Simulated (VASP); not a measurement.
# Zr12H (a cell with a defect) in VASP: a series of runs

Runs on Zr12H (a cell with a defect). Level: PBE. Tasks: single point.

Program: VASP 6.6.1. These are calculated values, not measurements. Logs are shortened: lines on timing, memory, paths and dates and some standing lists are left out, and cuts for length are marked.

## (1) The cell of the first run

The cell holds a defect, 13 atoms: a = 6.460 Å, b = 9.690 Å, c = 5.145 Å, α = 90.00°, β = 90.00°, γ = 120.00°.

## (2) Single point, PBE

Input file INCAR:

```
PREC     = Accurate       # precision mode
ENCUT    = 520            # plane-wave cutoff, eV
EDIFF    = 1E-6           # SCF threshold, eV
ISMEAR   = 0              # smearing method
SIGMA    = 0.05           # smearing width, eV
LREAL    = False          # projectors in reciprocal space
LASPH    = True           # aspherical terms in the spheres
NELM     = 60             # most SCF steps
ALGO     = Normal         # electronic algorithm
ISIF     = 2              # what is computed and relaxed
LWAVE    = False          # write WAVECAR
LCHARG   = False          # write CHGCAR
GGA      = PE             # functional
NBANDS   = 84             # bands
```

Input file KPOINTS:

```
regular mesh
0
Gamma
  3 2 3
```

Input file POSCAR:

```
Zr12H
1.0
    6.4600000000      0.0000000000      0.0000000000
   -4.8450000000      8.3917860000      0.0000000000
    0.0000000000      0.0000000000      5.1453900000
Zr H
12 1
Direct
    0.0064367477      0.0080801632      0.0082872241
    0.1830843247      0.2264476239      0.5121135618
    0.0036158293      0.3290493823      0.0053296252
    0.1566168505      0.5514666365      0.5043038526
   -0.0035656623      0.6698569291      0.0038795893
    0.1639538640      0.8920608795      0.5022639683
    0.4870143662      0.0035291653     -0.0101187665
    0.6787722009      0.2186017375      0.4968791481
    0.5197185799      0.3369560425      0.0016300028
    0.6666100585      0.5555886435      0.4978547787
    0.4868677558      0.6523041698     -0.0090745308
    0.6593593769      0.8865565685      0.4945049841
    0.6570164617      0.8846143121      1.0290877854
```

Potentials or basis: VASP PAW PBE potentials, release 64 (Zr_sv, H).

Launch:

```sh
> cat potpaw_PBE.64/Zr_sv/POTCAR potpaw_PBE.64/H/POTCAR > POTCAR
> mpirun -np 1 vasp_std > vasp.out
```

OUTCAR:

```text
PREC = Accurate
   ENCUT = 520
   EDIFF = 1E-6
   ISMEAR = 0
   LREAL = False
   LASPH = True
   NELM = 60
   ISIF = 2
   GGA = PE

 ion  position               nearest neighbor table
   1  0.006  0.008  0.008-  13 1.96   3 3.12   7 3.13   2 3.14   6 3.15  12 3.17   2 3.18   6 3.20
                             5 3.25   9 3.25  12 3.28   7 3.33  11 3.40
   2  0.183  0.226  0.512-   1 3.14   9 3.15   3 3.15  10 3.16   1 3.18   6 3.18   3 3.21   8 3.22
                             9 3.23   4 3.24   8 3.24  12 3.34
   3  0.004  0.329  0.005-   8 3.11   1 3.12  11 3.13   2 3.15   9 3.17   4 3.18   4 3.18   8 3.19
                             2 3.21   7 3.25   9 3.30   5 3.33
   4  0.157  0.551  0.504-  11 3.11   8 3.16   3 3.18   3 3.18  10 3.19   5 3.19   5 3.19  11 3.22
                             2 3.24  12 3.25  10 3.27   6 3.28
   5  0.996  0.670  0.004-  10 3.14   9 3.16   6 3.17   6 3.18   4 3.19  10 3.19   4 3.19   7 3.20
                            11 3.21   1 3.25  11 3.26   3 3.33
   6  0.164  0.892  0.502-   7 3.09   1 3.15   5 3.17   2 3.18   5 3.18   7 3.20   1 3.20  12 3.23
                            12 3.23  10 3.24   8 3.25   4 3.28
   7  0.487  0.004  0.990-  13 1.96   6 3.09   8 3.12   1 3.13   9 3.13   8 3.18   6 3.20   5 3.20
                            12 3.21  12 3.24   3 3.25   1 3.33  11 3.40
   8  0.679  0.219  0.497-   3 3.11   7 3.12  12 3.16   4 3.16   9 3.17   7 3.18   3 3.19   9 3.21
                             2 3.22   2 3.24   6 3.25  10 3.31
   9  0.520  0.337  0.002-   7 3.13   2 3.15  10 3.15   5 3.16   3 3.17  11 3.17   8 3.17  10 3.18
                             8 3.21   2 3.23   1 3.25   3 3.30
  10  0.667  0.556  0.498-  11 3.12   5 3.14   9 3.15   2 3.16   9 3.18  11 3.18   4 3.19   5 3.19
                            12 3.23   6 3.24   4 3.27   8 3.31
  11  0.487  0.652  0.991-  13 1.96   4 3.11  10 3.12   3 3.13   9 3.17  10 3.18   5 3.21  12 3.22
                             4 3.22  12 3.25   5 3.26   7 3.40   1 3.40
  12  0.659  0.887  0.495-   8 3.16   1 3.17   7 3.21  11 3.22   6 3.23  10 3.23   6 3.23   7 3.24
                             4 3.25  11 3.25   1 3.28   2 3.34
  13  0.657  0.885  0.029-   1 1.96  11 1.96   7 1.96

  LATTYP: Found a simple monoclinic cell.
 ALAT       =     6.4600000000
 B/A-ratio  =     0.7965000000
 C/A-ratio  =     1.3228756308
 COS(beta)  =    -0.1889822400

  Lattice vectors:

 A1 = (   6.4600000000,   0.0000000000,   0.0000000000)
 A2 = (   0.0000000000,   0.0000000000,   5.1453900000)
 A3 = (  -1.6150000000,  -8.3917860000,   0.0000000000)

Analysis of symmetry for initial positions (statically):
=====================================================================
 Subroutine PRICEL returns:
 Original cell was already a primitive cell.

 Routine SETGRP: Setting up the symmetry group for a
 simple monoclinic supercell.

 Subroutine GETGRP returns: Found  1 space group operations
 (whereof  1 operations were pure point group operations)
 out of a pool of  4 trial point group operations.

The static configuration has the point symmetry C_1 .

Analysis of symmetry for dynamics (positions and initial velocities):
=====================================================================
 Subroutine PRICEL returns:
 Original cell was already a primitive cell.

 Routine SETGRP: Setting up the symmetry group for a
 simple monoclinic supercell.

 Subroutine GETGRP returns: Found  1 space group operations
 (whereof  1 operations were pure point group operations)
 out of a pool of  4 trial point group operations.

The dynamic configuration has the point symmetry C_1 .

 Subroutine INISYM returns: Found  1 space group operations
 (whereof  1 operations are pure point group operations),
 and found     1 'primitive' translations

----------------------------------------------------------------------------------------

                                     Primitive cell

  volume of cell :     278.9364

  direct lattice vectors                    reciprocal lattice vectors
     6.460000000  0.000000000  0.000000000     0.154798762  0.089373108  0.000000000
    -4.845000000  8.391786000  0.000000000     0.000000000  0.119164145  0.000000000
     0.000000000  0.000000000  5.145390000     0.000000000  0.000000000  0.194348728

[... 69 lines left out ...]
|                                                                             |
|     Results are often still useful ...                                      |
|                                                                             |
 -----------------------------------------------------------------------------

 Subroutine IBZKPT returns following result:
 ===========================================

 Found     10 irreducible k-points:

 Following reciprocal coordinates:
            Coordinates               Weight
  0.000000  0.000000  0.000000      1.000000
  0.333333  0.000000  0.000000      2.000000
  0.000000  0.500000  0.000000      1.000000
  0.333333  0.500000  0.000000      2.000000
  0.000000  0.000000  0.333333      2.000000
  0.333333  0.000000  0.333333      2.000000
 -0.333333  0.000000  0.333333      2.000000
  0.000000  0.500000  0.333333      2.000000
  0.333333  0.500000  0.333333      2.000000
 -0.333333  0.500000  0.333333      2.000000
   k-points           NKPTS =     10   k-points in BZ     NKDIM =     10   number of bands    NBANDS=     84
   number of dos      NEDOS =    301   number of ions     NIONS =     13
   total plane-waves  NPLWV = 138240
   dimension x,y,z NGX =    48 NGY =   72 NGZ =   40
   dimension x,y,z NGXF=    96 NGYF=  144 NGZF=   80
   ions per type =              12   1
   NGX,Y,Z   is equivalent  to a cutoff of  12.35, 12.35, 12.92 a.u.
   NGXF,Y,Z  is equivalent  to a cutoff of  24.71, 24.71, 25.85 a.u.
 SYSTEM =  unknown system
   PREC   = accura    normal or accurate (medium, high low for compatibility)
   ISTART =      0    job   : 0-new  1-cont  2-samecut
   ICHARG =      2    charge: 1-file 2-atom 10-const
   ISPIN  =      1    spin polarized calculation?
   LNONCOLLINEAR =      F non collinear calculations
   LSORBIT =      F    spin-orbit coupling
   LASPH  =      T    aspherical Exc in radial PAW
   ENCUT  =  520.0 eV  38.22 Ry    6.18 a.u.  12.01 18.02  9.57*2*pi/ulx,y,z
   NELM   =     60;   NELMIN=  2; NELMDL= -5     # of ELM steps
   EDIFF  = 0.1E-05   stopping-criterion for ELM
   LREAL  =      F    real-space projection
   EDIFFG = 0.1E-04   stopping-criterion for IOM
   NSW    =      0    number of steps for IOM
   IBRION =     -1    ionic relax: 0-MD 1-quasi-New 2-CG
   NFREE  =      0    steps in history (QN), initial steepest desc. (CG)
   ISIF   =      2    stress and relaxation
   ISYM   =      2    0-nonsym 1-usesym 2-fastsym
   POTIM  = 0.5000    time-step for ionic-motion
   TEBEG  =    0.0;   TEEND  =   0.0 temperature during run
   PSTRESS=    0.0 pullay stress
   NELECT =     145.0000    total number of electrons
   NUPDOWN=      -1.0000    fix difference up-down
   EMIN   =  10.00;   EMAX   =-10.00  energy-range for DOS
   EFERMI =   0.00;   METHOD = LEGACY
   ISMEAR =     0;   SIGMA  =   0.05  broadening in eV -4-tet -1-fermi 0-gaus
   EFERMI_NEDOS =   21; number of points for ismear=-14 and -15
   IALGO  =     38    algorithm
   IMIX   =      4    mixing-type and parameters
     AMIX     =   0.40;   BMIX     =  1.00
     AMIX_MAG =   1.60;   BMIX_MAG =  1.00
  volume/ion in A,a.u.               =      21.46       144.80
  Fermi-wavevector in a.u.,A,eV,Ry     =   1.316323  2.487490 23.574895  1.732706
  Thomas-Fermi vector in A             =   2.446443
   LORBIT       =      0    0 simple, 1 ext, 2 COOP (PROOUT), +10 PAW based schemes
   GGA     = PE    functional components
   LHFCALC =     F    Hartree Fock is set to
   AEXX    =    0.0000 exact exchange contribution
   IVDW    =     0    specifies the selected vdW correction
   LEPSILON=     F    determine dielectric tensor
   LRPA    =     F    only Hartree local field effects (RPA)
 non-spin polarized calculation
 Gauss-broadening in eV      SIGMA  =   0.05
  energy-cutoff  :      520.00
  volume of cell :      278.94
 maximum number of plane-waves:      7545
   NGX = 25   NGY = 37   NGZ = 19

 number of electron     144.9999999 magnetization

 Free energy of the ion-electron system (eV)
  ---------------------------------------------------
  ext. energy  EPLUGINS =         0.00000000
  ---------------------------------------------------
  free energy    TOTEN  =      -105.59338520 eV

  energy without entropy =     -105.56628804  energy(sigma->0) =     -105.57983662

 E-fermi :   9.0306     XC(G=0): -11.1274

 val. band max:        9.0290930810   @ k =   0.0000   0.5000   0.0000
 cond. band min:       9.0395228646   @ k =  -0.3333   0.0000   0.3333
 fundamental gap:      0.0104297835
 Fermi energy:         9.0305753704

 k-point     1 :       0.0000    0.0000    0.0000
  band No.  band energies     occupation
      1     -39.8404      2.00000
      2     -39.7371      2.00000
      3     -39.6708      2.00000
      4     -39.6532      2.00000
      5     -39.6248      2.00000
      6     -39.6120      2.00000
[... 859 lines left out ...]
     83       9.7299      0.00000
     84      10.0393      0.00000

------------------------ aborting loop because EDIFF is reached ----------------------------------------

  FORCE on cell =-STRESS in cart. coord.  units (eV):
  Direction    XX          YY          ZZ          XY          YZ          ZX
  --------------------------------------------------------------------------------------
  -------------------------------------------------------------------------------------
  Total        4.6517700      5.0462952      1.6553755      0.0249054     -0.0059465     -0.1309387
  in kB       26.7192094     28.9853145      9.5082782      0.1430534     -0.0341562     -0.7520960
  external PRESSURE =      21.7376007 kB  Pullay stress =       0.0000000 kB

 VOLUME and BASIS-vectors are now :
 -----------------------------------------------------------------------------
  energy-cutoff  :      520.00
  volume of cell :      278.94
      direct lattice vectors                 reciprocal lattice vectors
     6.460000000  0.000000000  0.000000000     0.154798762  0.089373108  0.000000000
    -4.845000000  8.391786000  0.000000000     0.000000000  0.119164145  0.000000000
     0.000000000  0.000000000  5.145390000     0.000000000  0.000000000  0.194348728

 POSITION                                       TOTAL-FORCE (eV/Angst)
 -----------------------------------------------------------------------------------
      0.00243      0.06781      0.04264        -0.002810      0.004614     -0.033850
      0.08559      1.90030      2.63502         0.001780     -0.006927      0.025061
     -1.57089      2.76131      0.02742        -0.006066      0.008077     -0.000261
     -1.66011      4.62779      2.59484         0.010940      0.016984     -0.011338
      3.19151      5.62130      0.01996         0.010501     -0.008637      0.002748
     -3.26289      7.48598      2.58434        -0.002008     -0.003052     -0.007425
      3.12901      0.02962      5.09333         0.006952     -0.003821     -0.069273
      3.32574      1.83446      2.55664        -0.032480      0.003912     -0.017826
      1.72483      2.82766      0.00839        -0.003149     -0.000026     -0.004264
      1.61447      4.66238      2.56166         0.007468     -0.018242     -0.011829
     -0.01525      5.47400      5.09870         0.011979      0.004352     -0.070795
     -0.03590      7.43979      2.54442         0.000321     -0.009355     -0.121232
     -0.04163      7.42349      0.14967        -0.003428      0.012123      0.320283
 -----------------------------------------------------------------------------------
    total drift:                                0.000021      0.000040      0.000041

  FREE ENERGIE OF THE ION-ELECTRON SYSTEM (eV)
  ---------------------------------------------------
  free  energy   TOTEN  =      -105.5933851976 eV

  energy  without entropy=     -105.5662880395  energy(sigma->0) =     -105.57983662
```

Wall time 2.8 min (1 thread of Intel Xeon 6975P-C (Granite Rapids), shared host); peak memory 0.42 GiB.

Results:

| Property | Result |
| --- | --- |
| Free energy | -105.5934 eV |
| Pressure | 2.2 GPa |
| Largest force | 0.321 eV/Å |
| Band gap on the k mesh | zero (an odd number of electrons rules out a gap without spin polarisation) |

Forces on the atoms (eV/Å):
```
Zr  -0.003  0.005 -0.034
Zr   0.002 -0.007  0.025
Zr  -0.006  0.008  0.000
Zr   0.011  0.017 -0.011
Zr   0.011 -0.009  0.003
Zr  -0.002 -0.003 -0.007
Zr   0.007 -0.004 -0.069
Zr  -0.032  0.004 -0.018
Zr  -0.003  0.000 -0.004
Zr   0.007 -0.018 -0.012
Zr   0.012  0.004 -0.071
Zr   0.000 -0.009 -0.121
H   -0.003  0.012  0.320
```

Stress tensor (GPa, compression positive):
```
 2.67  0.01 -0.08
 0.01  2.90  0.00
-0.08  0.00  0.95
```

Levels at points of the mesh, in eV from the Fermi level:
| k point | band 70 | band 71 | band 72 | band 73 | band 74 | band 75 |
| --- | --- | --- | --- | --- | --- | --- |
| (0.00, 0.00, 0.00) | -0.22 | 0.11 | 0.26 | 0.47 | 0.68 | 0.70 |
| (0.00, 0.50, 0.00) | -0.11 | -0.09 | 0.00 | 0.16 | 0.21 | 0.44 |

Caveat: the k points lie up to 0.41 Å⁻¹ apart, too coarse for converged energies and pressures of a metal.

## (3) Single point, PBE

Input file INCAR:

```
SYSTEM = Zr12H
PREC = Accurate
ENCUT = 520
EDIFF = 1E-6
ISMEAR = 0
SIGMA = 0.05
LREAL = .FALSE.
LASPH = .TRUE.
NELM = 80
ALGO = Normal
ISIF = 2
LWAVE = .FALSE.
LCHARG = .TRUE.
GGA = PE
LELF = .TRUE.
LVHAR = .TRUE.
NBANDS = 84
```

Input file KPOINTS:

```
regular mesh
0
G
  3 2 3
  0 0 0
```

Input file POSCAR:

```
Zr12H
1.0
    6.4600000000      0.0000000000      0.0000000000
   -4.8450000000      8.3917860000      0.0000000000
    0.0000000000      0.0000000000      5.1453900000
Zr H
12 1
Direct
    0.0061045819      0.0069689575      0.0068478774
    0.1821545620      0.2263301281      0.5181951222
    0.0029306980      0.3294500122      0.0090714212
    0.1578578487      0.5516389479      0.5063808574
   -0.0026871799      0.6693623979      0.0080322386
    0.1641112226      0.8915024764      0.5041724728
    0.4891349224      0.0036859853     -0.0153965006
    0.6773593306      0.2188087256      0.4977430282
    0.5177287856      0.3363997843      0.0043988891
    0.6664131551      0.5550856516      0.4977838415
    0.4881108081      0.6535599216     -0.0143718941
    0.6605120298      0.8864127374      0.4902178455
    0.6571701742      0.8845880960      1.0653171091
```

Potentials or basis: VASP PAW PBE potentials, release 64 (Zr_sv, H).

Launch:

```sh
> cat potpaw_PBE.64/Zr_sv/POTCAR potpaw_PBE.64/H/POTCAR > POTCAR
> mpirun -np 1 vasp_std > vasp.out
```

It took 3 min on 1 thread of Intel Xeon 6975P-C (Granite Rapids), shared host; peak memory 0.43 GiB.

It converged, with:

| Item | Value |
| --- | --- |
| Free energy | -105.6793 eV |
| Pressure | 2.2 GPa |
| Largest force | 0.420 eV/Å |
| Band gap on the k mesh | zero (an odd number of electrons rules out a gap without spin polarisation) |

Forces in eV/Å, atoms in the order of the input:
```
Zr  -0.012 -0.011 -0.071
Zr  -0.001 -0.008  0.026
Zr  -0.017  0.018 -0.003
Zr   0.004  0.013 -0.024
Zr   0.017 -0.018 -0.002
Zr   0.006 -0.004 -0.014
Zr   0.038 -0.017 -0.095
Zr  -0.049  0.008 -0.023
Zr  -0.020 -0.001  0.002
Zr   0.018 -0.023 -0.027
Zr   0.016  0.039 -0.096
Zr   0.007 -0.012 -0.092
H   -0.007  0.015  0.420
```

Stress tensor (GPa, compression positive):
```
 2.40  0.20 -0.10
 0.20  2.59  0.00
-0.10  0.00  1.59
```

Levels at points of the mesh, in eV from the Fermi level:
```csv
k point,band 69,band 70,band 71,band 72,band 73,band 74,band 75,band 76
"(0.00, 0.00, 0.00)",-0.44,-0.22,0.10,0.26,0.47,0.61,0.70,0.76
"(0.00, 0.50, 0.00)",-0.15,-0.14,-0.07,0.02,0.17,0.21,0.45,0.52
```

Caveat: the k points lie up to 0.41 Å⁻¹ apart, too coarse for converged energies and pressures of a metal.

(Continued in part 2 of 2.)
